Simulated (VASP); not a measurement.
Write the native input for VASP 6.6.1 that does the following.

- Task: single point
- Functional: PBE
- Potentials or basis: VASP PAW PBE potentials, release 64 (Mg, O)
- Cutoff: 600 eV
- k mesh: 3 × 3 × 3
- Occupations: gaussian, width 0.01 eV
- Spin: no spin polarisation
- Dipole correction: no
- Further INCAR settings: ALGO = Normal; EDIFF = 1e-06; NBANDS = 11

The structure of MgO lies in POSCAR:

```
MgO
1.0
    0.0000000000      2.1332071247      2.1332071247
    2.1332071247      0.0000000000      2.1332071247
    2.1332071247      2.1332071247      0.0000000000
Mg O
1 1
Direct
    0.0000000000      0.0000000000      0.0000000000
    0.5000000000      0.5000000000      0.5000000000
```

One way to write it, as run:

INCAR

```
SYSTEM = MgO
ALGO     = Normal         ! electronic algorithm
EDIFF    = 1E-6           ! SCF threshold, eV
ENCUT    = 600            ! plane-wave cutoff, eV
GGA      = PE             ! functional
GGA_COMPAT= .FALSE.      
ISIF     = 2              ! what is computed and relaxed
ISMEAR   = 0              ! smearing method
LASPH    = .TRUE.         ! aspherical terms in the spheres
LCHARG   = .FALSE.        ! write CHGCAR
LREAL    = .FALSE.        ! projectors in reciprocal space
LWAVE    = .FALSE.        ! write WAVECAR
NBANDS   = 11             ! bands
NELM     = 120            ! most SCF steps
PREC     = Accurate       ! precision mode
SIGMA    = 0.01           ! smearing width, eV
```

KPOINTS

```
k-points
0
G
  3 3 3
  0 0 0
```

Potentials or basis: VASP PAW PBE potentials, release 64 (Mg, O).

Command:

```console
$ cat potpaw_PBE.64/Mg/POTCAR potpaw_PBE.64/O/POTCAR > POTCAR
$ mpirun -np 1 vasp_std > vasp.out
```

Results of the run:

```
Pressure               : -1.9 GPa
Band gap on the k mesh : 4.32 eV, direct
```

Caveat: the k points lie up to 0.85 Å⁻¹ apart.

Run time: 2.3 s on 1 thread of Intel(R) Xeon(R) Platinum 8375C CPU @ 2.90GHz (Ice Lake), with other jobs on the host, peak memory 0.13 GiB.
